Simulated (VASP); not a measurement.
# W (Fm-3m) in VASP: further runs

W is run at these levels: LDA; tasks: single point.

Everything below comes from runs of VASP 6.6.1. Logs are shortened: lines on timing, memory, paths and dates and some standing lists are left out, and cuts for length are marked.

### 1 The cell of the first run

The structure is cubic, space group Fm-3m (No. 225). The conventional cell has a = 4.060 Å, b = 4.060 Å, c = 4.060 Å, α = 90.00°, β = 90.00°, γ = 90.00°. W (site symmetry m-3m) has 12 W at 2.87 Å within 3.8 Å.

### 2 Single point, LDA

Contents of INCAR:

```
SYSTEM = W
ALGO = Normal
EDIFF = 1E-6
ENCUT = 520
ISIF = 2
ISMEAR = -1
LASPH = .True.
LCHARG = .True.
LELF = .True.
LREAL = .False.
LVHAR = .True.
LWAVE = .False.
NBANDS = 13
NELM = 60
PREC = Accurate
SIGMA = 0.15
```

Contents of KPOINTS:

```
k-points
0
Gamma
  3 3 3
  0 0 0
```

Contents of POSCAR:

```
W
1.0
    0.0000000000      2.0300000000      2.0300000000
    2.0300000000      0.0000000000      2.0300000000
    2.0300000000      2.0300000000      0.0000000000
W
1
Direct
    0.0000000000      0.0000000000      0.0000000000
```

Potentials or basis: VASP PAW LDA potentials, release 64 (W_sv).

On the command line:

```bash
$ cat potpaw_LDA.64/W_sv/POTCAR > POTCAR
$ mpirun -np 1 vasp_std > vasp.out
```

OUTCAR:

```text
SYSTEM = W
   EDIFF = 1E-6
   ENCUT = 520
   ISIF = 2
   ISMEAR = -1
   LASPH = .True.
   LREAL = .False.
   NELM = 60
   PREC = Accurate

 ion  position               nearest neighbor table
   1  0.000  0.000  0.000-

  LATTYP: Found a face centered cubic cell.
 ALAT       =     4.0600000000

  Lattice vectors:

 A1 = (   0.0000000000,   2.0300000000,   2.0300000000)
 A2 = (   2.0300000000,   0.0000000000,   2.0300000000)
 A3 = (   2.0300000000,   2.0300000000,   0.0000000000)

Analysis of symmetry for initial positions (statically):
=====================================================================
 Subroutine PRICEL returns:
 Original cell was already a primitive cell.

 Routine SETGRP: Setting up the symmetry group for a
 face centered cubic supercell.

 Subroutine GETGRP returns: Found 48 space group operations
 (whereof 48 operations were pure point group operations)
 out of a pool of 48 trial point group operations.

The static configuration has the point symmetry O_h .

Analysis of symmetry for dynamics (positions and initial velocities):
=====================================================================
 Subroutine PRICEL returns:
 Original cell was already a primitive cell.

 Routine SETGRP: Setting up the symmetry group for a
 face centered cubic supercell.

 Subroutine GETGRP returns: Found 48 space group operations
 (whereof 48 operations were pure point group operations)
 out of a pool of 48 trial point group operations.

The dynamic configuration has the point symmetry O_h .

 Subroutine INISYM returns: Found 48 space group operations
 (whereof 48 operations are pure point group operations),
 and found     1 'primitive' translations

----------------------------------------------------------------------------------------

                                     Primitive cell

  volume of cell :      16.7309

  direct lattice vectors                    reciprocal lattice vectors
     0.000000000  2.030000000  2.030000000    -0.246305419  0.246305419  0.246305419
     2.030000000  0.000000000  2.030000000     0.246305419 -0.246305419  0.246305419
     2.030000000  2.030000000  0.000000000     0.246305419  0.246305419 -0.246305419

  length of vectors
     2.870853532  2.870853532  2.870853532     0.426613499  0.426613499  0.426613499

  position of ions in fractional coordinates (direct lattice)
     0.000000000  0.000000000  0.000000000

  ion indices of the primitive-cell ions
   primitive index   ion index
                 1           1

----------------------------------------------------------------------------------------

 KPOINTS: k-points

Automatic generation of k-mesh.
 Grid dimensions read from file:
 generate k-points for:    3    3    3

 Generating k-lattice:

  Cartesian coordinates                     Fractional coordinates (reciprocal lattice)
    -0.082101806  0.082101806  0.082101806     0.333333333  0.000000000  0.000000000
     0.082101806 -0.082101806  0.082101806     0.000000000  0.333333333  0.000000000
     0.082101806  0.082101806 -0.082101806     0.000000000  0.000000000  0.333333333

  Length of vectors
     0.142204500  0.142204500  0.142204500

  Shift w.r.t. Gamma in fractional coordinates (k-lattice)
     0.000000000  0.000000000  0.000000000

 Subroutine IBZKPT returns following result:
 ===========================================

 Found      4 irreducible k-points:

 Following reciprocal coordinates:
            Coordinates               Weight
  0.000000  0.000000  0.000000      1.000000
  0.333333  0.000000  0.000000      8.000000
  0.333333  0.333333  0.000000      6.000000
 -0.333333  0.333333  0.000000     12.000000
   k-points           NKPTS =      4   k-points in BZ     NKDIM =      4   number of bands    NBANDS=     13
   number of dos      NEDOS =    301   number of ions     NIONS =      1
   total plane-waves  NPLWV =  13824
   dimension x,y,z NGX =    24 NGY =   24 NGZ =   24
   dimension x,y,z NGXF=    48 NGYF=   48 NGZF=   48
   ions per type =               1
   NGX,Y,Z   is equivalent  to a cutoff of  13.90, 13.90, 13.90 a.u.
   NGXF,Y,Z  is equivalent  to a cutoff of  27.80, 27.80, 27.80 a.u.
 SYSTEM =  W
   PREC   = accura    normal or accurate (medium, high low for compatibility)
   ISTART =      0    job   : 0-new  1-cont  2-samecut
   ICHARG =      2    charge: 1-file 2-atom 10-const
   ISPIN  =      1    spin polarized calculation?
   LNONCOLLINEAR =      F non collinear calculations
   LSORBIT =      F    spin-orbit coupling
   LASPH  =      T    aspherical Exc in radial PAW
   ENCUT  =  520.0 eV  38.22 Ry    6.18 a.u.   5.34  5.34  5.34*2*pi/ulx,y,z
   NELM   =     60;   NELMIN=  2; NELMDL= -5     # of ELM steps
   EDIFF  = 0.1E-05   stopping-criterion for ELM
   LREAL  =      F    real-space projection
[... 7 lines left out ...]
   TEBEG  =    0.0;   TEEND  =   0.0 temperature during run
   PSTRESS=    0.0 pullay stress
   NELECT =      14.0000    total number of electrons
   NUPDOWN=      -1.0000    fix difference up-down
   EMIN   =  10.00;   EMAX   =-10.00  energy-range for DOS
   EFERMI =   0.00;   METHOD = LEGACY
   ISMEAR =    -1;   SIGMA  =   0.15  broadening in eV -4-tet -1-fermi 0-gaus
   EFERMI_NEDOS =   21; number of points for ismear=-14 and -15
   IALGO  =     38    algorithm
   IMIX   =      4    mixing-type and parameters
     AMIX     =   0.40;   BMIX     =  1.00
     AMIX_MAG =   1.60;   BMIX_MAG =  1.00
  volume/ion in A,a.u.               =      16.73       112.91
  Fermi-wavevector in a.u.,A,eV,Ry     =   1.542688  2.915258 32.380324  2.379887
  Thomas-Fermi vector in A             =   2.648457
   LORBIT       =      0    0 simple, 1 ext, 2 COOP (PROOUT), +10 PAW based schemes
   GGA     = CA    functional components
   LHFCALC =     F    Hartree Fock is set to
   AEXX    =    0.0000 exact exchange contribution
   IVDW    =     0    specifies the selected vdW correction
   LEPSILON=     F    determine dielectric tensor
   LRPA    =     F    only Hartree local field effects (RPA)
 non-spin polarized calculation
  energy-cutoff  :      520.00
  volume of cell :       16.73
 maximum number of plane-waves:       459
 NGX is ok and might be reduce to    24
   NGX = 11   NGY = 11   NGZ = 11

 number of electron      14.0000002 magnetization

 Free energy of the ion-electron system (eV)
  ---------------------------------------------------
  ext. energy  EPLUGINS =         0.00000000
  ---------------------------------------------------
  free energy    TOTEN  =       -13.25500754 eV

  energy without entropy =      -13.13533272  energy(sigma->0) =      -13.19517013

 E-fermi :   9.8944     XC(G=0): -13.5193

 val. band max:        9.6790956086   @ k =   0.3333   0.0000   0.0000
 cond. band min:      10.2834551308   @ k =   0.3333   0.3333   0.0000
 fundamental gap:      0.6043595222
 Fermi energy:         9.8944196441

 k-point     1 :       0.0000    0.0000    0.0000
  band No.  band energies     occupation
      1     -63.1382      2.00000
      2     -27.0477      2.00000
      3     -27.0477      2.00000
      4     -27.0477      2.00000
      5       1.2865      2.00000
      6       9.5387      1.82926
      7       9.5387      1.82926
      8       9.5387      1.82926
      9      12.5339      0.00000
     10      12.5339      0.00000
     11      22.9467      0.00000
     12      27.9881      0.00000
     13      27.9881      0.00000

 k-point     2 :       0.3333    0.0000    0.0000
  band No.  band energies     occupation
      1     -63.0628      2.00000
      2     -27.8824      2.00000
      3     -27.1589      2.00000
      4     -27.1589      2.00000
      5       4.2894      2.00000
      6       9.0313      1.99368
      7       9.6791      1.61551
      8       9.6791      1.61551
      9      13.5626      0.00000
     10      13.5626      0.00000
     11      21.8301      0.00000
     12      25.4846      0.00000
     13      31.7073      0.00000

 k-point     3 :       0.3333    0.3333    0.0000
  band No.  band energies     occupation
      1     -63.0379      2.00000
      2     -27.8382      2.00000
      3     -27.3477      2.00000
      4     -27.3477      2.00000
      5       4.9877      2.00000
      6       6.4288      2.00000
      7      10.2835      0.13911
      8      13.1403      0.00000
      9      13.1403      0.00000
     10      14.2167      0.00000
     11      25.6449      0.00000
     12      25.6449      0.00000
     13      27.5575      0.00000

 k-point     4 :      -0.3333    0.3333    0.0000
  band No.  band energies     occupation
      1     -63.0126      2.00000
      2     -27.7915      2.00000
      3     -27.7833      2.00000
      4     -27.3090      2.00000
      5       6.4263      2.00000
      6       7.4098      2.00000
      7       9.1006      1.98999
      8      11.7948      0.00001
      9      13.8938      0.00000
     10      16.9456      0.00000
     11      22.3072      0.00000
     12      22.9269      0.00000
     13      28.2142      0.00000

------------------------ aborting loop because EDIFF is reached ----------------------------------------

  FORCE on cell =-STRESS in cart. coord.  units (eV):
  Direction    XX          YY          ZZ          XY          YZ          ZX
  --------------------------------------------------------------------------------------
  -------------------------------------------------------------------------------------
  Total       -0.9835625     -0.9835625     -0.9835625      0.0000000     -0.0000000      0.0000000
  in kB      -94.1877508    -94.1877508    -94.1877508      0.0000000     -0.0000000      0.0000000
  external PRESSURE =     -94.1877508 kB  Pullay stress =       0.0000000 kB

 VOLUME and BASIS-vectors are now :
 -----------------------------------------------------------------------------
  energy-cutoff  :      520.00
  volume of cell :       16.73
      direct lattice vectors                 reciprocal lattice vectors
     0.000000000  2.030000000  2.030000000    -0.246305419  0.246305419  0.246305419
     2.030000000  0.000000000  2.030000000     0.246305419 -0.246305419  0.246305419
     2.030000000  2.030000000  0.000000000     0.246305419  0.246305419 -0.246305419

 POSITION                                       TOTAL-FORCE (eV/Angst)
 -----------------------------------------------------------------------------------
      0.00000      0.00000      0.00000         0.000000     -0.000000     -0.000000
 -----------------------------------------------------------------------------------
    total drift:                                0.000000      0.000000      0.000000

  FREE ENERGIE OF THE ION-ELECTRON SYSTEM (eV)
  ---------------------------------------------------
  free  energy   TOTEN  =       -13.2550075375 eV

  energy  without entropy=      -13.1353327196  energy(sigma->0) =      -13.19517013
```

Wall time 1.3 s (1 thread of Intel Xeon 6975P-C (Granite Rapids), shared host); peak memory 0.12 GiB.

What came out:

```
Free energy            : -13.2550 eV
Pressure               : -9.4 GPa
Band gap on the k mesh : zero (band 7 reaches 10.28 eV, above the bottom of band 8 at 9.54 eV)
```

Levels at points of the mesh, in eV from the Fermi level:
```tsv
k point	band 4	band 5	band 6	band 7	band 8	band 9	band 10	band 11
(0.00, 0.00, 0.00)	-36.94	-8.61	-0.36	-0.36	-0.36	2.64	2.64	13.05
```

Caveat: the k points lie up to 0.89 Å⁻¹ apart; spin-orbit coupling is left out, which moves the levels of the heavy elements.

### 3 Single point, LDA

Contents of INCAR:

```
SYSTEM = W
  PREC = Accurate
  ENCUT = 520
  EDIFF = 1E-6
  ISMEAR = -1
  SIGMA = 0.15
  LREAL = .False.
  LASPH = .True.
  NELM = 100
  ALGO = Normal
  ISIF = 2
  LWAVE = .False.
  LCHARG = .True.
  LELF = .True.
  LVHAR = .True.
  NBANDS = 13
```

Contents of KPOINTS:

```
Automatic mesh
0
Gamma
  4 4 4
  0 0 0
```

POSCAR is that of step 2.

Potentials or basis: VASP PAW LDA potentials, release 64 (W_sv).

On the command line:

```bash
$ cat potpaw_LDA.64/W_sv/POTCAR > POTCAR
$ mpirun -np 1 vasp_std > vasp.out
```

It took 1.3 s on 1 thread of Intel Xeon 6975P-C (Granite Rapids), shared host; peak memory 0.12 GiB.

Results (log left out):

```yaml
Free_energy: -13.6885 eV
Pressure: -16.4 GPa
Band_gap_on_the_k_mesh: zero (band 7 reaches 13.19 eV, above the bottom of band 8 at 9.55 eV)
```

Levels at points of the mesh, in eV from the Fermi level:
| k point | band 3 | band 4 | band 5 | band 6 | band 7 | band 8 | band 9 | band 10 | band 11 | band 12 |
| --- | --- | --- | --- | --- | --- | --- | --- | --- | --- | --- |
| (0.00, 0.00, 0.00) | -37.16 | -37.16 | -8.83 | -0.56 | -0.56 | -0.56 | 2.43 | 2.43 | 12.85 | 17.86 |
| (0.50, 0.00, 0.00) | -37.31 | -37.31 | -5.48 | -0.80 | -0.80 | 0.70 | 4.87 | 4.87 | 9.99 | 12.45 |
| (0.50, 0.50, 0.00) | -37.56 | -37.56 | -5.38 | -4.40 | 3.07 | 4.80 | 5.60 | 5.60 | 11.61 | 11.61 |

Caveat: the k points lie up to 0.67 Å⁻¹ apart; spin-orbit coupling is left out, which moves the levels of the heavy elements.

### 4 Single point, LDA

Contents of INCAR:

```
SYSTEM = W
ALGO = Normal ; EDIFF = 1E-6
ENCUT = 520 ; GGA = CA
ISIF = 2 ; ISMEAR = -1
LASPH = .TRUE. ; LCHARG = .FALSE.
LREAL = .FALSE. ; LWAVE = .FALSE.
NBANDS = 13 ; NELM = 100
PREC = Accurate ; SIGMA = 0.15
```

Contents of KPOINTS:

```
k-points
0
G
  6 6 6
  0 0 0
```

POSCAR is that of step 3.

On the command line:

```bash
$ cat potpaw_LDA.64/W_sv/POTCAR > POTCAR
$ mpirun -np 1 vasp_std > vasp.out
```

It took 1.7 s on 1 thread of Intel Xeon 6975P-C (Granite Rapids), shared host; peak memory 0.12 GiB.

It converged, with:

| Property | Result |
| --- | --- |
| Free energy | -13.5646 eV |
| Pressure | -15.7 GPa |
| Band gap on the k mesh | zero (band 7 reaches 13.17 eV, above the bottom of band 8 at 9.53 eV) |

Levels at points of the mesh, in eV from the Fermi level:
```
           k point  band 4  band 5  band 6  band 7  band 8  band 9  band 10  band 11
(0.00, 0.00, 0.00)  -37.24   -8.90   -0.65   -0.65   -0.65    2.35     2.35    12.75
(0.50, 0.00, 0.00)  -37.39   -5.56   -0.88   -0.88    0.64    4.79     4.79     9.91
(0.50, 0.50, 0.00)  -37.64   -5.44   -4.49    2.99    4.73    5.51     5.51    11.55
```

Caveat: the k points lie up to 0.45 Å⁻¹ apart; spin-orbit coupling is left out, which moves the levels of the heavy elements.

### 5 The runs side by side

| k mesh | gap on the mesh (eV) | pressure (GPa) |
| --- | --- | --- |
| 3 × 3 × 3 | none | -9.4 |
| 4 × 4 × 4 | none | -16.4 |
| 6 × 6 × 6 | none | -15.7 |

Alike in all rows: task single point; level LDA; potentials or basis VASP PAW LDA potentials, release 64 (W_sv); no spin polarisation; cell as given; cutoff (eV) 520; smearing fermi-dirac 0.15 eV.

Caveats: all runs use coarse meshes; spin-orbit coupling is left out, which moves the levels of the heavy elements.

Total energies depend on the potentials used, so only differences within one code and one set of settings carry meaning.
